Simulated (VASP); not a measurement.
# Pt (Fm-3m) in VASP: single point with PBEsol

Aim: the single point of Pt with PBEsol.

Everything below comes from runs of VASP 6.6.1. Logs are shortened: lines on timing, memory, paths and dates and some standing lists are left out, and cuts for length are marked.

### Step 1. The cell of the first run

The structure is cubic, space group Fm-3m (No. 225). The conventional cell has a = 3.918 Å, b = 3.918 Å, c = 3.918 Å, α = 90.00°, β = 90.00°, γ = 90.00°. Pt (site symmetry m-3m) has 12 Pt at 2.77 Å within 3.7 Å.

### Step 2. Single point, PBEsol

File INCAR:

```
ALGO = Normal
EDIFF = 1E-6
ENCUT = 520
GGA = PS
ISIF = 2
ISMEAR = 0
LASPH = True
LCHARG = False
LREAL = False
LWAVE = False
NBANDS = 11
NELM = 100
PREC = Accurate
SIGMA = 0.05
```

File KPOINTS:

```
k-points
0
Gamma
  18 18 18
```

File POSCAR:

```
Pt
1.0
    0.0000000000      1.9588030491      1.9588030491
    1.9588030491      0.0000000000      1.9588030491
    1.9588030491      1.9588030491      0.0000000000
Pt
1
Direct
    0.0000000000      0.0000000000      0.0000000000
```

Potentials or basis: VASP PAW PBE potentials, release 64 (Pt).

The run is started by

```
$ cat potpaw_PBE.64/Pt/POTCAR > POTCAR
$ mpirun -np 1 vasp_std > vasp.out
```

OUTCAR:

```text
EDIFF = 1E-6
   ENCUT = 520
   GGA = PS
   ISIF = 2
   ISMEAR = 0
   LASPH = True
   LREAL = False
   NELM = 100
   PREC = Accurate

 ion  position               nearest neighbor table
   1  0.000  0.000  0.000-

  LATTYP: Found a face centered cubic cell.
 ALAT       =     3.9176060982

  Lattice vectors:

 A1 = (   0.0000000000,   1.9588030491,   1.9588030491)
 A2 = (   1.9588030491,   0.0000000000,   1.9588030491)
 A3 = (   1.9588030491,   1.9588030491,   0.0000000000)

Analysis of symmetry for initial positions (statically):
=====================================================================
 Subroutine PRICEL returns:
 Original cell was already a primitive cell.

 Routine SETGRP: Setting up the symmetry group for a
 face centered cubic supercell.

 Subroutine GETGRP returns: Found 48 space group operations
 (whereof 48 operations were pure point group operations)
 out of a pool of 48 trial point group operations.

The static configuration has the point symmetry O_h .

Analysis of symmetry for dynamics (positions and initial velocities):
=====================================================================
 Subroutine PRICEL returns:
 Original cell was already a primitive cell.

 Routine SETGRP: Setting up the symmetry group for a
 face centered cubic supercell.

 Subroutine GETGRP returns: Found 48 space group operations
 (whereof 48 operations were pure point group operations)
 out of a pool of 48 trial point group operations.

The dynamic configuration has the point symmetry O_h .

 Subroutine INISYM returns: Found 48 space group operations
 (whereof 48 operations are pure point group operations),
 and found     1 'primitive' translations

----------------------------------------------------------------------------------------

                                     Primitive cell

  volume of cell :      15.0315

  direct lattice vectors                    reciprocal lattice vectors
     0.000000000  1.958803049  1.958803049    -0.255257924  0.255257924  0.255257924
     1.958803049  0.000000000  1.958803049     0.255257924 -0.255257924  0.255257924
     1.958803049  1.958803049  0.000000000     0.255257924  0.255257924 -0.255257924

  length of vectors
     2.770165838  2.770165838  2.770165838     0.442119694  0.442119694  0.442119694

  position of ions in fractional coordinates (direct lattice)
     0.000000000  0.000000000  0.000000000

  ion indices of the primitive-cell ions
   primitive index   ion index
                 1           1

----------------------------------------------------------------------------------------

 KPOINTS: k-points

Automatic generation of k-mesh.
 Grid dimensions read from file:
 generate k-points for:   18   18   18

 Generating k-lattice:

  Cartesian coordinates                     Fractional coordinates (reciprocal lattice)
    -0.014180996  0.014180996  0.014180996     0.055555556  0.000000000  0.000000000
     0.014180996 -0.014180996  0.014180996     0.000000000  0.055555556  0.000000000
     0.014180996  0.014180996 -0.014180996     0.000000000  0.000000000  0.055555556

  Length of vectors
     0.024562205  0.024562205  0.024562205

  Shift w.r.t. Gamma in fractional coordinates (k-lattice)
     0.000000000  0.000000000  0.000000000

 Subroutine IBZKPT returns following result:
 ===========================================

 Found    195 irreducible k-points:

 Following reciprocal coordinates:
            Coordinates               Weight
  0.000000  0.000000  0.000000      1.000000
  0.055556  0.000000  0.000000      8.000000
  0.111111  0.000000  0.000000      8.000000
  0.166667  0.000000  0.000000      8.000000
  0.222222  0.000000  0.000000      8.000000
  0.277778  0.000000  0.000000      8.000000
[... 16 lines left out ...]
 -0.277778  0.055556  0.000000     24.000000
 -0.222222  0.055556  0.000000     24.000000
 [... further k-points ...]
   k-points           NKPTS =    195   k-points in BZ     NKDIM =    195   number of bands    NBANDS=     11
   number of dos      NEDOS =    301   number of ions     NIONS =      1
   total plane-waves  NPLWV =  13824
   dimension x,y,z NGX =    24 NGY =   24 NGZ =   24
   dimension x,y,z NGXF=    48 NGYF=   48 NGZF=   48
   ions per type =               1
   NGX,Y,Z   is equivalent  to a cutoff of  14.40, 14.40, 14.40 a.u.
   NGXF,Y,Z  is equivalent  to a cutoff of  28.81, 28.81, 28.81 a.u.
 SYSTEM =  unknown system
   PREC   = accura    normal or accurate (medium, high low for compatibility)
   ISTART =      0    job   : 0-new  1-cont  2-samecut
   ICHARG =      2    charge: 1-file 2-atom 10-const
   ISPIN  =      1    spin polarized calculation?
   LNONCOLLINEAR =      F non collinear calculations
   LSORBIT =      F    spin-orbit coupling
   LASPH  =      T    aspherical Exc in radial PAW
   ENCUT  =  520.0 eV  38.22 Ry    6.18 a.u.   5.15  5.15  5.15*2*pi/ulx,y,z
   NELM   =    100;   NELMIN=  2; NELMDL= -5     # of ELM steps
   EDIFF  = 0.1E-05   stopping-criterion for ELM
   LREAL  =      F    real-space projection
   EDIFFG = 0.1E-04   stopping-criterion for IOM
   NSW    =      0    number of steps for IOM
   IBRION =     -1    ionic relax: 0-MD 1-quasi-New 2-CG
   NFREE  =      0    steps in history (QN), initial steepest desc. (CG)
   ISIF   =      2    stress and relaxation
   ISYM   =      2    0-nonsym 1-usesym 2-fastsym
   POTIM  = 0.5000    time-step for ionic-motion
   TEBEG  =    0.0;   TEEND  =   0.0 temperature during run
   PSTRESS=    0.0 pullay stress
   NELECT =      10.0000    total number of electrons
   NUPDOWN=      -1.0000    fix difference up-down
   EMIN   =  10.00;   EMAX   =-10.00  energy-range for DOS
   EFERMI =   0.00;   METHOD = LEGACY
   ISMEAR =     0;   SIGMA  =   0.05  broadening in eV -4-tet -1-fermi 0-gaus
   EFERMI_NEDOS =   21; number of points for ismear=-14 and -15
   IALGO  =     38    algorithm
   IMIX   =      4    mixing-type and parameters
     AMIX     =   0.40;   BMIX     =  1.00
     AMIX_MAG =   1.60;   BMIX_MAG =  1.00
  volume/ion in A,a.u.               =      15.03       101.44
  Fermi-wavevector in a.u.,A,eV,Ry     =   1.429138  2.700679 27.789007  2.042434
  Thomas-Fermi vector in A             =   2.549124
   LORBIT       =      0    0 simple, 1 ext, 2 COOP (PROOUT), +10 PAW based schemes
   GGA     = PS    functional components
   LHFCALC =     F    Hartree Fock is set to
   AEXX    =    0.0000 exact exchange contribution
   IVDW    =     0    specifies the selected vdW correction
   LEPSILON=     F    determine dielectric tensor
   LRPA    =     F    only Hartree local field effects (RPA)
 non-spin polarized calculation
 Gauss-broadening in eV      SIGMA  =   0.05
  energy-cutoff  :      520.00
  volume of cell :       15.03
 maximum number of plane-waves:       419
 NGX is ok and might be reduce to    24
   NGX = 11   NGY = 11   NGZ = 11

 number of electron      10.0000000 magnetization

 Free energy of the ion-electron system (eV)
  ---------------------------------------------------
  ext. energy  EPLUGINS =         0.00000000
  ---------------------------------------------------
  free energy    TOTEN  =        -6.96138032 eV

  energy without entropy =       -6.95852350  energy(sigma->0) =       -6.95995191

 E-fermi :  11.1619     XC(G=0): -13.6480

 val. band max:       11.1605029332   @ k =  -0.3333   0.3889   0.1111
 cond. band min:      11.1721648533   @ k =   0.3889   0.2222   0.0000
 fundamental gap:      0.0116619201
 Fermi energy:        11.1619013903

 k-point     1 :       0.0000    0.0000    0.0000
  band No.  band energies     occupation
      1       0.8265      2.00000
      2       7.3322      2.00000
      3       7.3322      2.00000
      4       7.3322      2.00000
      5       9.5223      2.00000
      6       9.5223      2.00000
      7      25.7752      0.00000
      8      30.7510      0.00000
      9      30.7510      0.00000
     10      30.7510      0.00000
     11      36.0620      0.00000

 k-point     2 :       0.0556    0.0000    0.0000
  band No.  band energies     occupation
      1       0.9515      2.00000
      2       7.2753      2.00000
      3       7.3825      2.00000
      4       7.3825      2.00000
      5       9.4936      2.00000
      6       9.4936      2.00000
      7      25.9716      0.00000
      8      30.0766      0.00000
      9      30.9438      0.00000
     10      30.9438      0.00000
     11      36.8085      0.00000

 k-point     3 :       0.1111    0.0000    0.0000
  band No.  band energies     occupation
      1       1.3152      2.00000
      2       7.1290      2.00000
      3       7.5141      2.00000
      4       7.5141      2.00000
      5       9.4320      2.00000
      6       9.4320      2.00000
      7      26.5068      0.00000
      8      28.6674      0.00000
      9      31.5043      0.00000
     10      31.5043      0.00000
     11      37.6508      0.00000

 k-point     4 :       0.1667    0.0000    0.0000
  band No.  band energies     occupation
      1       1.8782      2.00000
      2       6.9646      2.00000
      3       7.6628      2.00000
      4       7.6628      2.00000
      5       9.4145      2.00000
      6       9.4145      2.00000
      7      27.0412      0.00000
      8      27.2082      0.00000
      9      32.3752      0.00000
     10      32.3752      0.00000
     11      36.0963      0.00000
[... 239 lines left out ...]
 k-point    22 :      -0.3333    0.0556    0.0000
  band No.  band energies     occupation
      1       3.7513      2.00000
      2       7.4346      2.00000
      3       7.5495      2.00000
      4       7.9401      2.00000
      5      10.2102      2.00000
      6      10.9575      2.00000
      7      20.8101      0.00000
      8      26.4506      0.00000
      9      30.7893      0.00000
     10      32.7653      0.00000
     11      35.9595      0.00000

 k-point    23 :      -0.2778    0.0556    0.0000
  band No.  band energies     occupation
      1       3.4483      2.00000
      2       7.1468      2.00000
      3       7.6187      2.00000
      4       7.6956      2.00000
      5       9.7120      2.00000
      6      10.4508      2.00000
      7      22.8813      0.00000
      8      27.1765      0.00000
      9      31.7177      0.00000
     10      34.3464      0.00000
     11      34.5838      0.00000

 k-point    24 :      -0.2222    0.0556    0.0000
  band No.  band energies     occupation
      1       2.8825      2.00000
      2       6.8281      2.00000
      3       7.7292      2.00000
      4       7.7983      2.00000
      5       9.3206      2.00000
      6      10.0080      2.00000
      7      24.8197      0.00000
      8      27.6968      0.00000
      9      32.2217      0.00000
     10      33.6312      0.00000
     11      34.8896      0.00000

 [... further k-points ...]

------------------------ aborting loop because EDIFF is reached ----------------------------------------

  FORCE on cell =-STRESS in cart. coord.  units (eV):
  Direction    XX          YY          ZZ          XY          YZ          ZX
  --------------------------------------------------------------------------------------
  -------------------------------------------------------------------------------------
  Total       -0.0376957     -0.0376957     -0.0376957      0.0000000      0.0000000     -0.0000000
  in kB       -4.0179050     -4.0179050     -4.0179050      0.0000000      0.0000000     -0.0000000
  external PRESSURE =      -4.0179050 kB  Pullay stress =       0.0000000 kB

 VOLUME and BASIS-vectors are now :
 -----------------------------------------------------------------------------
  energy-cutoff  :      520.00
  volume of cell :       15.03
      direct lattice vectors                 reciprocal lattice vectors
     0.000000000  1.958803049  1.958803049    -0.255257924  0.255257924  0.255257924
     1.958803049  0.000000000  1.958803049     0.255257924 -0.255257924  0.255257924
     1.958803049  1.958803049  0.000000000     0.255257924  0.255257924 -0.255257924

 POSITION                                       TOTAL-FORCE (eV/Angst)
 -----------------------------------------------------------------------------------
      0.00000      0.00000      0.00000         0.000000      0.000000      0.000000
 -----------------------------------------------------------------------------------
    total drift:                               -0.000000     -0.000000     -0.000000

  FREE ENERGIE OF THE ION-ELECTRON SYSTEM (eV)
  ---------------------------------------------------
  free  energy   TOTEN  =        -6.9613803182 eV

  energy  without entropy=       -6.9585235007  energy(sigma->0) =       -6.95995191
```

It took 43 s on 1 thread of AMD EPYC 7R13, shared host; peak memory 0.14 GiB.

Results:

```
Free energy            : -6.9614 eV
Pressure               : -0.4 GPa
Band gap on the k mesh : zero (band 5 reaches 11.66 eV, above the bottom of band 6 at 9.41 eV)
```

Caveat: the PAW data sets were made with another functional, which shifts forces and pressure a little; spin-orbit coupling is left out, which moves the levels of the heavy elements.
